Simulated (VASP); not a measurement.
Here is a VASP 6.6.1 calculation.

Contents of INCAR:

```
PREC = Accurate
ENCUT = 520
EDIFF = 1E-6
ISMEAR = -1
SIGMA = 0.02
LREAL = F
LASPH = T
NELM = 80
ALGO = Normal
ISIF = 2
LWAVE = F
LCHARG = F
GGA = PE
IBRION = 2
NSW = 80
EDIFFG = -0.02
```

Contents of KPOINTS:

```
regular mesh
0
Gamma
  13 13 13
```

Contents of POSCAR:

```
GaAs
1.0
    0.0000000000      2.8268500000      2.8268500000
    2.8268500000      0.0000000000      2.8268500000
    2.8268500000      2.8268500000      0.0000000000
Ga As
1 1
Direct
    0.0000000000      0.0000000000      0.0000000000
    0.2500000000      0.2500000000      0.2500000000
```

Potentials or basis: VASP PAW PBE potentials, release 64 (Ga_d, As).

Launch:

```bash
$ cat potpaw_PBE.64/Ga_d/POTCAR potpaw_PBE.64/As/POTCAR > POTCAR
$ mpirun -np 1 vasp_std > vasp.out
```

**Question.** Estimate the band gap on the k mesh.

**Answer.** 0.52 eV, direct.

Final structure:
```
CELL_PARAMETERS angstrom
0.00000 2.82685 2.82685
2.82685 0.00000 2.82685
2.82685 2.82685 0.00000
ATOMIC_POSITIONS crystal
Ga 0.00000 0.00000 0.00000
As 0.25000 0.25000 0.25000
```

Caveat: the relaxation stopped at its first step, so nothing moved. A k mesh can miss the band edges.
